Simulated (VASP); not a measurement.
**AlO5: single point with PBE**

AlO5:

```
CELL_PARAMETERS angstrom
5.21828 0.00000 0.00000
0.00000 5.21828 0.00000
0.00000 0.00000 3.31777
ATOMIC_POSITIONS crystal
Al 0.50000 0.50000 0.50000
O 0.15004 0.15004 0.00000
O 0.84996 0.84996 0.00000
O 0.84996 0.15004 0.00000
O 0.15004 0.84996 0.00000
O 0.50000 0.50000 0.00000
```

The cell was built from a structure type or drawn by symmetry, and may not be a known phase.

| Property | Result |
| --- | --- |
| Program | VASP 6.6.1 |
| Task | single point |
| Functional | PBE |
| Potentials or basis | VASP PAW PBE potentials, release 64 (Al, O) |
| Cutoff | 600 eV |
| k mesh | 4 × 4 × 5 |
| Occupations | gaussian, width 0.2 eV |
| Spin | no spin polarisation |

- Pressure: 0.4 GPa
- Largest force: 0.180 eV/Å
- Band gap on the k mesh: zero (an odd number of electrons rules out a gap without spin polarisation)

Forces in eV/Å, atoms in the order of the input:
```
Al   0.000  0.000  0.000
O    0.127  0.127  0.000
O   -0.127 -0.127  0.000
O   -0.127  0.127  0.000
O    0.127 -0.127  0.000
O    0.000  0.000  0.000
```

Stress tensor (GPa, compression positive):
```
 0.76  0.00  0.00
 0.00  0.76  0.00
 0.00  0.00 -0.37
```

Levels at points of the mesh, in eV from the Fermi level:
| k point | band 15 | band 16 | band 17 | band 18 | band 19 | band 20 |
| --- | --- | --- | --- | --- | --- | --- |
| (0.00, 0.00, 0.00) | -2.87 | -0.30 | 0.11 | 0.57 | 0.57 | 2.73 |
| (0.50, 0.00, 0.00) | -2.85 | -0.87 | -0.33 | 0.48 | 1.22 | 2.58 |
| (0.50, 0.50, 0.00) | -2.90 | -0.32 | -0.03 | 0.08 | 0.08 | 2.40 |

Wall time 54 s on 1 thread of Intel(R) Xeon(R) Platinum 8488C (Sapphire Rapids), with other jobs on the host, peak memory 0.22 GiB.

Caveat: the k points lie up to 0.38 Å⁻¹ apart, too coarse for converged energies and pressures of a metal; an odd number of electrons without spin polarisation forces a metal; a magnetic or distorted state may lie lower.
